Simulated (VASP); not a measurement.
A run of VASP 6.6.1 is set up as follows.

INCAR

```
SYSTEM = Sb
PREC = Accurate
ENCUT = 520
EDIFF = 1E-6
ISMEAR = -1
SIGMA = 0.05
LREAL = .FALSE.
LASPH = .TRUE.
NELM = 100
ALGO = Normal
ISIF = 2
LWAVE = .FALSE.
LCHARG = .TRUE.
GGA = PS
LELF = .TRUE.
LVHAR = .TRUE.
NBANDS = 8
```

Contents of KPOINTS:

```
regular mesh
0
G
  5 5 5
  0 0 0
```

File POSCAR:

```
Sb
1.0
    3.1600000000      0.0000000000      0.0000000000
    0.0000000000      3.1600000000      0.0000000000
    0.0000000000      0.0000000000      3.1600000000
Sb
1
Direct
    0.0000000000      0.0000000000      0.0000000000
```

Potentials or basis: VASP PAW PBE potentials, release 64 (Sb).

Launch:

```sh
$ cat potpaw_PBE.64/Sb/POTCAR > POTCAR
$ mpirun -np 1 vasp_std > vasp.out
```

Problem. Predict the pressure.

Solution. -4.7 GPa.

Caveat: the k points lie up to 0.40 Å⁻¹ apart; the PAW data sets were made with another functional, which shifts forces and pressure a little.
